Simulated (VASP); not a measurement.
# AgCl (I4/mmm) in VASP: further runs

AgCl is run at these levels: LDA; tasks: single point.

Everything below comes from runs of VASP 6.6.1. Logs are shortened: lines on timing, memory, paths and dates and some standing lists are left out, and cuts for length are marked.

## 1. The cell of the first run

Symmetry: I4/mmm, No. 139, tetragonal system. The conventional cell has a = 3.922 Å, b = 3.922 Å, c = 5.713 Å, α = 90.00°, β = 90.00°, γ = 90.00°. Within 3.7 Å of Ag (site symmetry 4/mmm) lie 6 Cl at 2.77 to 2.86 Å. Within 3.7 Å of Cl (site symmetry 4/mmm) lie 6 Ag at 2.77 to 2.86 Å.

## 2. Single point, LDA (zz strain of +3 %)

Contents of INCAR:

```
PREC = Accurate
ENCUT = 520
EDIFF = 1E-6
ISMEAR = -1
SIGMA = 0.02
LREAL = False
LASPH = True
NELM = 60
ALGO = Normal
ISIF = 2
LWAVE = False
LCHARG = False
NBANDS = 16
```

Contents of KPOINTS:

```
Automatic mesh
0
Gamma
  8 8 8
```

Contents of POSCAR:

```
AgCl
1.0
    0.0000000000      2.7731500000      2.8563445000
    2.7731500000      0.0000000000      2.8563445000
    2.7731500000      2.7731500000      0.0000000000
Ag Cl
1 1
Direct
    0.5000000000      0.5000000000      0.5000000000
    0.0000000000      0.0000000000      0.0000000000
```

Potentials or basis: VASP PAW LDA potentials, release 64 (Ag, Cl).

On the command line:

```bash
$ cat potpaw_LDA.64/Ag/POTCAR potpaw_LDA.64/Cl/POTCAR > POTCAR
$ mpirun -np 1 vasp_std > vasp.out
```

OUTCAR:

```text
PREC = Accurate
   ENCUT = 520
   EDIFF = 1E-6
   ISMEAR = -1
   LREAL = False
   LASPH = True
   NELM = 60
   ISIF = 2

 ion  position               nearest neighbor table
   1  0.500  0.500  0.500-   2 2.77   2 2.77   2 2.77   2 2.77   2 2.86   2 2.86
   2  0.000  0.000  0.000-   1 2.77   1 2.77   1 2.77   1 2.77   1 2.86   1 2.86

  LATTYP: Found a body centered tetragonal cell.
 ALAT       =     3.9218263405
 C/A-ratio  =     1.4566399692

  Lattice vectors:

 A1 = (  -2.7731500000,   0.0000000000,   2.8563445000)
 A2 = (   2.7731500000,   0.0000000000,   2.8563445000)
 A3 = (   0.0000000000,   2.7731500000,  -2.8563445000)

Analysis of symmetry for initial positions (statically):
=====================================================================
 Subroutine PRICEL returns:
 Original cell was already a primitive cell.

 Routine SETGRP: Setting up the symmetry group for a
 body centered tetragonal supercell.

 Subroutine GETGRP returns: Found 16 space group operations
 (whereof 16 operations were pure point group operations)
 out of a pool of 16 trial point group operations.

The static configuration has the point symmetry D_4h.

Analysis of symmetry for dynamics (positions and initial velocities):
=====================================================================
 Subroutine PRICEL returns:
 Original cell was already a primitive cell.

 Routine SETGRP: Setting up the symmetry group for a
 body centered tetragonal supercell.

 Subroutine GETGRP returns: Found 16 space group operations
 (whereof 16 operations were pure point group operations)
 out of a pool of 16 trial point group operations.

The dynamic configuration has the point symmetry D_4h.

 Subroutine INISYM returns: Found 16 space group operations
 (whereof 16 operations are pure point group operations),
 and found     1 'primitive' translations

----------------------------------------------------------------------------------------

                                     Primitive cell

  volume of cell :      43.9326

  direct lattice vectors                    reciprocal lattice vectors
     0.000000000  2.773150000  2.856344500    -0.180300380  0.180300380  0.175048913
     2.773150000  0.000000000  2.856344500     0.180300380 -0.180300380  0.175048913
     2.773150000  2.773150000  0.000000000     0.180300380  0.180300380 -0.175048913

  length of vectors
     3.981088397  3.981088397  3.921826340     0.309287207  0.309287207  0.309287207

[... 80 lines left out ...]
   EDIFF  = 0.1E-05   stopping-criterion for ELM
   LREAL  =      F    real-space projection
   EDIFFG = 0.1E-04   stopping-criterion for IOM
   NSW    =      0    number of steps for IOM
   IBRION =     -1    ionic relax: 0-MD 1-quasi-New 2-CG
   NFREE  =      0    steps in history (QN), initial steepest desc. (CG)
   ISIF   =      2    stress and relaxation
   ISYM   =      2    0-nonsym 1-usesym 2-fastsym
   POTIM  = 0.5000    time-step for ionic-motion
   TEBEG  =    0.0;   TEEND  =   0.0 temperature during run
   PSTRESS=    0.0 pullay stress
   NELECT =      18.0000    total number of electrons
   NUPDOWN=      -1.0000    fix difference up-down
   EMIN   =  10.00;   EMAX   =-10.00  energy-range for DOS
   EFERMI =   0.00;   METHOD = LEGACY
   ISMEAR =    -1;   SIGMA  =   0.02  broadening in eV -4-tet -1-fermi 0-gaus
   EFERMI_NEDOS =   21; number of points for ismear=-14 and -15
   IALGO  =     38    algorithm
   IMIX   =      4    mixing-type and parameters
     AMIX     =   0.40;   BMIX     =  1.00
     AMIX_MAG =   1.60;   BMIX_MAG =  1.00
  volume/ion in A,a.u.               =      21.97       148.24
  Fermi-wavevector in a.u.,A,eV,Ry     =   1.215915  2.297746 20.115525  1.478449
  Thomas-Fermi vector in A             =   2.351286
   LORBIT       =      0    0 simple, 1 ext, 2 COOP (PROOUT), +10 PAW based schemes
   GGA     = CA    functional components
   LHFCALC =     F    Hartree Fock is set to
   AEXX    =    0.0000 exact exchange contribution
   IVDW    =     0    specifies the selected vdW correction
   LEPSILON=     F    determine dielectric tensor
   LRPA    =     F    only Hartree local field effects (RPA)
 non-spin polarized calculation
  energy-cutoff  :      520.00
  volume of cell :       43.93
 maximum number of plane-waves:      1203
 NGX is ok and might be reduce to    30
   NGX = 15   NGY = 15   NGZ = 15

 number of electron      17.9999996 magnetization

 Free energy of the ion-electron system (eV)
  ---------------------------------------------------
  ext. energy  EPLUGINS =         0.00000000
  ---------------------------------------------------
  free energy    TOTEN  =        -6.66389933 eV

  energy without entropy =       -6.66389933  energy(sigma->0) =       -6.66389933

 E-fermi :   3.5954     XC(G=0): -10.2907

 val. band max:        3.2949084622   @ k =   0.5000   0.0000   0.0000
 cond. band min:       3.8592260218   @ k =   0.0000   0.0000   0.0000
 fundamental gap:      0.5643175596
 Fermi energy:         3.5953828718

 k-point     1 :       0.0000    0.0000    0.0000
  band No.  band energies     occupation
      1     -11.6506      2.00000
      2       0.7511      2.00000
      3       0.8218      2.00000
      4       0.8218      2.00000
      5       0.8297      2.00000
      6       0.8376      2.00000
[... 433 lines left out ...]
      3      -0.6232      2.00000
      4      -0.4175      2.00000
      5       0.9611      2.00000
      6       1.1228      2.00000
[... 8 lines left out ...]
     15      16.8338      0.00000
     16      17.0407      0.00000

 [... further k-points ...]

------------------------ aborting loop because EDIFF is reached ----------------------------------------

  FORCE on cell =-STRESS in cart. coord.  units (eV):
  Direction    XX          YY          ZZ          XY          YZ          ZX
  --------------------------------------------------------------------------------------
  -------------------------------------------------------------------------------------
  Total       -1.7978175     -1.7978175     -1.7870482      0.0000000      0.0000000      0.0000000
  in kB      -65.5645187    -65.5645187    -65.1717725      0.0000000      0.0000000      0.0000000
  external PRESSURE =     -65.4336033 kB  Pullay stress =       0.0000000 kB

 VOLUME and BASIS-vectors are now :
 -----------------------------------------------------------------------------
  energy-cutoff  :      520.00
  volume of cell :       43.93
      direct lattice vectors                 reciprocal lattice vectors
     0.000000000  2.773150000  2.856344500    -0.180300380  0.180300380  0.175048913
     2.773150000  0.000000000  2.856344500     0.180300380 -0.180300380  0.175048913
     2.773150000  2.773150000  0.000000000     0.180300380  0.180300380 -0.175048913

 POSITION                                       TOTAL-FORCE (eV/Angst)
 -----------------------------------------------------------------------------------
      2.77315      2.77315      2.85634         0.000000     -0.000000      0.000000
      0.00000      0.00000      0.00000        -0.000000      0.000000     -0.000000
 -----------------------------------------------------------------------------------
    total drift:                                0.000000      0.000000      0.000000

  FREE ENERGIE OF THE ION-ELECTRON SYSTEM (eV)
  ---------------------------------------------------
  free  energy   TOTEN  =        -6.6638993346 eV

  energy  without entropy=       -6.6638993301  energy(sigma->0) =       -6.66389933
```

stdout:

```text
POSCAR found type information on POSCAR AgCl
 POSCAR found :  2 types and       2 ions
 scaLAPACK will be used
 LDA part: xc-table for (Slater(with rela. corr.)+CA(PZ))
 , standard interpolation
 POSCAR, INCAR and KPOINTS ok, starting setup
 FFT: planning ... GRIDC
 FFT: planning ... GRID_SOFT
 FFT: planning ... GRID
 WAVECAR not read
 entering main loop
```

Wall time 60 s (1 thread of Intel Xeon 8259CL, shared host); peak memory 0.17 GiB.

Results:

* Free energy: -6.6639 eV
* Pressure: -6.5 GPa
* Band gap on the k mesh: 0.56 eV (least direct gap 2.78 eV)

Caveat: the cell differs from its parent crystal (zz strain of +3 %); the cell stands under tension.

## 3. Single point, LDA (equal xx and yy strain of +2 %)

Contents of INCAR:

```
SYSTEM = AgCl
PREC = Accurate
ENCUT = 520
EDIFF = 1E-6
ISMEAR = -1
SIGMA = 0.02
LREAL = .FALSE.
LASPH = .TRUE.
NELM = 60
ALGO = Normal
ISIF = 2
LWAVE = .FALSE.
LCHARG = .FALSE.
GGA = CA
NBANDS = 16
```

Contents of KPOINTS:

```
Automatic mesh
0
G
  8 8 8
  0 0 0
```

Contents of POSCAR:

```
AgCl
1.0
    0.0000000000      2.8286130000      2.7731500000
    2.8286130000      0.0000000000      2.7731500000
    2.8286130000      2.8286130000      0.0000000000
Ag Cl
1 1
Direct
    0.5000000000      0.5000000000      0.5000000000
    0.0000000000      0.0000000000      0.0000000000
```

Potentials or basis: VASP PAW LDA potentials, release 64 (Ag, Cl).

On the command line:

```bash
$ cat potpaw_LDA.64/Ag/POTCAR potpaw_LDA.64/Cl/POTCAR > POTCAR
$ mpirun -np 1 vasp_std > vasp.out
```

OUTCAR:

```text
SYSTEM = AgCl
   PREC = Accurate
   ENCUT = 520
   EDIFF = 1E-6
   ISMEAR = -1
   LREAL = .FALSE.
   LASPH = .TRUE.
   NELM = 60
   ISIF = 2
   GGA = CA

 ion  position               nearest neighbor table
   1  0.500  0.500  0.500-   2 2.77   2 2.77   2 2.83   2 2.83   2 2.83   2 2.83
   2  0.000  0.000  0.000-   1 2.77   1 2.77   1 2.83   1 2.83   1 2.83   1 2.83

  LATTYP: Found a body centered tetragonal cell.
 ALAT       =     4.0002628673
 C/A-ratio  =     1.3864838847

  Lattice vectors:

 A1 = (   0.0000000000,  -2.8286130000,  -2.7731500000)
 A2 = (   0.0000000000,   2.8286130000,  -2.7731500000)
 A3 = (   2.8286130000,   0.0000000000,   2.7731500000)

Analysis of symmetry for initial positions (statically):
=====================================================================
 Subroutine PRICEL returns:
 Original cell was already a primitive cell.

 Routine SETGRP: Setting up the symmetry group for a
 body centered tetragonal supercell.

 Subroutine GETGRP returns: Found 16 space group operations
 (whereof 16 operations were pure point group operations)
 out of a pool of 16 trial point group operations.

The static configuration has the point symmetry D_4h.

Analysis of symmetry for dynamics (positions and initial velocities):
=====================================================================
 Subroutine PRICEL returns:
 Original cell was already a primitive cell.

 Routine SETGRP: Setting up the symmetry group for a
 body centered tetragonal supercell.

 Subroutine GETGRP returns: Found 16 space group operations
 (whereof 16 operations were pure point group operations)
 out of a pool of 16 trial point group operations.

The dynamic configuration has the point symmetry D_4h.

 Subroutine INISYM returns: Found 16 space group operations
 (whereof 16 operations are pure point group operations),
 and found     1 'primitive' translations

----------------------------------------------------------------------------------------

                                     Primitive cell

  volume of cell :      44.3762

  direct lattice vectors                    reciprocal lattice vectors
     0.000000000  2.828613000  2.773150000    -0.176765079  0.176765079  0.180300380
     2.828613000  0.000000000  2.773150000     0.176765079 -0.176765079  0.180300380
     2.828613000  2.828613000  0.000000000     0.176765079  0.176765079 -0.180300380

  length of vectors
     3.961238749  3.961238749  4.000262867     0.308220722  0.308220722  0.308220722

  position of ions in fractional coordinates (direct lattice)
     0.500000000  0.500000000  0.500000000
     0.000000000  0.000000000  0.000000000

  ion indices of the primitive-cell ions
   primitive index   ion index
                 1           1
                 2           2

----------------------------------------------------------------------------------------

 KPOINTS: Automatic mesh

Automatic generation of k-mesh.
 Grid dimensions read from file:
 generate k-points for:    8    8    8

 Generating k-lattice:

  Cartesian coordinates                     Fractional coordinates (reciprocal lattice)
    -0.022095635  0.022095635  0.022537548     0.125000000 -0.000000000  0.000000000
     0.022095635 -0.022095635  0.022537548    -0.000000000  0.125000000  0.000000000
     0.022095635  0.022095635 -0.022537548     0.000000000  0.000000000  0.125000000

  Length of vectors
     0.038527590  0.038527590  0.038527590

  Shift w.r.t. Gamma in fractional coordinates (k-lattice)
     0.000000000  0.000000000  0.000000000

 Subroutine IBZKPT returns following result:
 ===========================================

 Found     59 irreducible k-points:

 Following reciprocal coordinates:
            Coordinates               Weight
  0.000000  0.000000  0.000000      1.000000
  0.125000  0.000000  0.000000      8.000000
  0.250000  0.000000  0.000000      8.000000
  0.375000  0.000000  0.000000      8.000000
  0.500000  0.000000  0.000000      4.000000
  0.125000  0.125000  0.000000      2.000000
[... 16 lines left out ...]
  0.250000  0.000000  0.125000     16.000000
  0.375000  0.000000  0.125000     16.000000
 [... further k-points ...]
   k-points           NKPTS =     59   k-points in BZ     NKDIM =     59   number of bands    NBANDS=     16
   number of dos      NEDOS =    301   number of ions     NIONS =      2
   total plane-waves  NPLWV =  27000
   dimension x,y,z NGX =    30 NGY =   30 NGZ =   30
   dimension x,y,z NGXF=    60 NGYF=   60 NGZF=   60
   ions per type =               1   1
   NGX,Y,Z   is equivalent  to a cutoff of  12.59, 12.59, 12.47 a.u.
   NGXF,Y,Z  is equivalent  to a cutoff of  25.18, 25.18, 24.94 a.u.
 SYSTEM =  AgCl
   PREC   = accura    normal or accurate (medium, high low for compatibility)
   ISTART =      0    job   : 0-new  1-cont  2-samecut
   ICHARG =      2    charge: 1-file 2-atom 10-const
   ISPIN  =      1    spin polarized calculation?
   LNONCOLLINEAR =      F non collinear calculations
   LSORBIT =      F    spin-orbit coupling
   LASPH  =      T    aspherical Exc in radial PAW
   ENCUT  =  520.0 eV  38.22 Ry    6.18 a.u.   7.37  7.37  7.44*2*pi/ulx,y,z
   NELM   =     60;   NELMIN=  2; NELMDL= -5     # of ELM steps
   EDIFF  = 0.1E-05   stopping-criterion for ELM
   LREAL  =      F    real-space projection
   EDIFFG = 0.1E-04   stopping-criterion for IOM
   NSW    =      0    number of steps for IOM
   IBRION =     -1    ionic relax: 0-MD 1-quasi-New 2-CG
   NFREE  =      0    steps in history (QN), initial steepest desc. (CG)
   ISIF   =      2    stress and relaxation
   ISYM   =      2    0-nonsym 1-usesym 2-fastsym
   POTIM  = 0.5000    time-step for ionic-motion
   TEBEG  =    0.0;   TEEND  =   0.0 temperature during run
   PSTRESS=    0.0 pullay stress
   NELECT =      18.0000    total number of electrons
   NUPDOWN=      -1.0000    fix difference up-down
   EMIN   =  10.00;   EMAX   =-10.00  energy-range for DOS
   EFERMI =   0.00;   METHOD = LEGACY
   ISMEAR =    -1;   SIGMA  =   0.02  broadening in eV -4-tet -1-fermi 0-gaus
   EFERMI_NEDOS =   21; number of points for ismear=-14 and -15
   IALGO  =     38    algorithm
   IMIX   =      4    mixing-type and parameters
     AMIX     =   0.40;   BMIX     =  1.00
     AMIX_MAG =   1.60;   BMIX_MAG =  1.00
  volume/ion in A,a.u.               =      22.19       149.73
  Fermi-wavevector in a.u.,A,eV,Ry     =   1.211850  2.290064 19.981249  1.468580
  Thomas-Fermi vector in A             =   2.347353
   LORBIT       =      0    0 simple, 1 ext, 2 COOP (PROOUT), +10 PAW based schemes
   GGA     = CA    functional components
   LHFCALC =     F    Hartree Fock is set to
   AEXX    =    0.0000 exact exchange contribution
   IVDW    =     0    specifies the selected vdW correction
   LEPSILON=     F    determine dielectric tensor
   LRPA    =     F    only Hartree local field effects (RPA)
 non-spin polarized calculation
  energy-cutoff  :      520.00
  volume of cell :       44.38
 maximum number of plane-waves:      1235
 NGX is ok and might be reduce to    30
   NGX = 15   NGY = 15   NGZ = 15

 number of electron      17.9999994 magnetization

 Free energy of the ion-electron system (eV)
  ---------------------------------------------------
  ext. energy  EPLUGINS =         0.00000000
  ---------------------------------------------------
  free energy    TOTEN  =        -6.64537456 eV

  energy without entropy =       -6.64537456  energy(sigma->0) =       -6.64537456

 E-fermi :   3.4516     XC(G=0): -10.2414

 val. band max:        3.1376601545   @ k =   0.5000   0.0000   0.0000
 cond. band min:       3.7345539125   @ k =   0.0000   0.0000   0.0000
 fundamental gap:      0.5968937580
 Fermi energy:         3.4516268736

 k-point     1 :       0.0000    0.0000    0.0000
  band No.  band energies     occupation
      1     -11.7078      2.00000
      2       0.6984      2.00000
      3       0.6984      2.00000
      4       0.7444      2.00000
      5       0.7454      2.00000
      6       0.7524      2.00000
[... 8 lines left out ...]
     15      15.7001      0.00000
     16      15.7001      0.00000
[... 419 lines left out ...]
 k-point    24 :       0.3750    0.0000    0.1250
  band No.  band energies     occupation
      1     -11.3874      2.00000
      2      -1.4104      2.00000
      3      -0.6701      2.00000
      4      -0.5083      2.00000
      5       0.8679      2.00000
      6       1.0267      2.00000
[... 8 lines left out ...]
     15      16.6373      0.00000
     16      16.8123      0.00000

 [... further k-points ...]

------------------------ aborting loop because EDIFF is reached ----------------------------------------

  FORCE on cell =-STRESS in cart. coord.  units (eV):
  Direction    XX          YY          ZZ          XY          YZ          ZX
  --------------------------------------------------------------------------------------
  -------------------------------------------------------------------------------------
  Total       -1.9017749     -1.9017749     -1.9244829      0.0000000      0.0000000      0.0000000
  in kB      -68.6624456    -68.6624456    -69.4823040      0.0000000      0.0000000      0.0000000
  external PRESSURE =     -68.9357317 kB  Pullay stress =       0.0000000 kB

 VOLUME and BASIS-vectors are now :
 -----------------------------------------------------------------------------
  energy-cutoff  :      520.00
  volume of cell :       44.38
      direct lattice vectors                 reciprocal lattice vectors
     0.000000000  2.828613000  2.773150000    -0.176765079  0.176765079  0.180300380
     2.828613000  0.000000000  2.773150000     0.176765079 -0.176765079  0.180300380
     2.828613000  2.828613000  0.000000000     0.176765079  0.176765079 -0.180300380

 POSITION                                       TOTAL-FORCE (eV/Angst)
 -----------------------------------------------------------------------------------
      2.82861      2.82861      2.77315         0.000000      0.000000      0.000000
      0.00000      0.00000      0.00000         0.000000      0.000000     -0.000000
 -----------------------------------------------------------------------------------
    total drift:                                0.000000      0.000000      0.000000

  FREE ENERGIE OF THE ION-ELECTRON SYSTEM (eV)
  ---------------------------------------------------
  free  energy   TOTEN  =        -6.6453745628 eV

  energy  without entropy=       -6.6453745610  energy(sigma->0) =       -6.64537456
```

stdout:

```text
POSCAR found type information on POSCAR AgCl
 POSCAR found :  2 types and       2 ions
 scaLAPACK will be used
 LDA part: xc-table for (Slater(with rela. corr.)+CA(PZ))
 , standard interpolation
 POSCAR, INCAR and KPOINTS ok, starting setup
 FFT: planning ... GRIDC
 FFT: planning ... GRID_SOFT
 FFT: planning ... GRID
 WAVECAR not read
 entering main loop
```

Wall time 61 s (1 thread of Intel Xeon 8259CL, shared host); peak memory 0.18 GiB.

Results:

```yaml
Free_energy: -6.6454 eV
Pressure: -6.9 GPa
Band_gap_on_the_k_mesh: 0.60 eV (least direct gap 2.77 eV)
```

Stress tensor (GPa, compression positive):
```
-6.87  0.00  0.00
 0.00 -6.87  0.00
 0.00  0.00 -6.95
```

Levels at points of the mesh, in eV from the valence-band top:
```tsv
k point	band 7	band 8	band 9	band 10	band 11	band 12
(0.00, 0.00, 0.00)	-2.25	-2.18	-2.18	0.60	10.67	10.67
(0.50, 0.00, 0.00)	-1.78	-0.11	0.00	4.01	6.08	7.36
(0.50, 0.50, 0.00)	-1.97	-1.97	-1.91	2.12	7.76	8.33
(0.50, 0.00, 0.50)	-1.97	-1.96	-1.91	2.13	7.88	8.13
```

Caveat: the cell differs from its parent crystal (equal xx and yy strain of +2 %); the cell stands under tension.
